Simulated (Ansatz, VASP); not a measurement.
**Al in VASP and in Ansatz**

```
Al
1.0
     2.86331    0.00000    0.00000
    -1.43165    2.47970    0.00000
     0.00000    0.00000    9.50161
Al
4
Direct
  0.00000 0.00000 0.00000
  0.00000 0.00000 0.50000
  0.33333 0.66667 0.25000
  0.66667 0.33333 0.75000
```

Alike in both runs: functional RPBE; k mesh 13 × 13 × 4; occupations fermi-dirac, width 0.1 eV; no spin polarisation.

Ansatz relaxed the structure, and its values are those at the end. VASP's run is a single point on that final structure, the one shown.

```csv
,VASP,Ansatz
version,VASP 6.6.1,Ansatz 0.2.0
potentials or method,"VASP PAW PBE potentials, release 64 (Al), cutoff 520 eV","plane waves (420 eV) with PAW, scalar-relativistic"
valence electrons in the cell,12,12
```

Ansatz gave:

* pressure (GPa): 0.0

What did VASP give for the same quantities?

Pressure (GPa): -0.2.

VASP's potentials were made for PBE, not for RPBE.
